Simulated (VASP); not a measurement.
Set up this calculation in VASP 6.6.1, as the native input.

| Quantity | Value |
| --- | --- |
| Task | single point |
| Functional | LDA |
| Potentials or basis | VASP PAW LDA potentials, release 64 (Fe, O) |
| Cutoff | 520 eV |
| k mesh | 10 × 10 × 10 |
| Occupations | fermi-dirac, width 0.1 eV |
| Spin | collinear spin, ferromagnetic start |
| Starting moments | [2.4, 0.0] μB |
| Hubbard terms | Fe d U = 4.9 eV, J = 0.9 eV |
| Dipole correction | no |
| LDAUTYPE | 1 |
| Hund's J | 0.9 |
| Further INCAR settings | ALGO = Normal; EDIFF = 1e-07; NBANDS = 18 |

The structure of FeO lies in POSCAR:

```
FeO
1.0
    2.9697847819     -0.0514353691     -0.0363702983
    1.4403480547      2.5976267494     -0.0363702983
    1.4403480547      0.8315853371      2.4611894188
Fe O
1 1
Direct
    0.0000000000      0.0000000000      0.0000000000
    0.5000000000      0.5000000000      0.5000000000
```

The input as run:

INCAR

```
SYSTEM = FeO
ALGO = Normal
EDIFF = 1E-7
ENCUT = 520
GGA = CA
ISIF = 2
ISMEAR = -1
ISPIN = 2
LASPH = .TRUE.
LCHARG = .FALSE.
LDAU = .TRUE.
LDAUJ = 0.9 0
LDAUL = 2 -1
LDAUPRINT = 1
LDAUTYPE = 1
LDAUU = 4.9 0
LMAXMIX = 4
LORBIT = 11
LREAL = .FALSE.
LWAVE = .FALSE.
MAGMOM = 2.4 0
NBANDS = 18
NELM = 150
PREC = Accurate
SIGMA = 0.1
```

KPOINTS

```
k-points
0
G
  10 10 10
  0 0 0
```

Potentials or basis: VASP PAW LDA potentials, release 64 (Fe, O).

Launch:

```sh
$ cat potpaw_LDA.64/Fe/POTCAR potpaw_LDA.64/O/POTCAR > POTCAR
$ mpirun -np 1 vasp_std > vasp.out
```

Results of the run:

The pressure is -9.9 GPa. The band gap on the k mesh is zero (filled and empty bands overlap) and the net moment is 4.00 μB per cell. The site moments are Fe +3.78; O +0.22 μB and the valence electrons inside the program's atomic spheres are Fe 6.83; O 4.99.

Caveat: the cell stands under tension; a cell with one magnetic atom can't hold antiferromagnetic order, which such compounds often take.

It took 92 s on 1 thread of Intel Xeon 8259CL, on a shared host, peak memory 0.18 GiB.
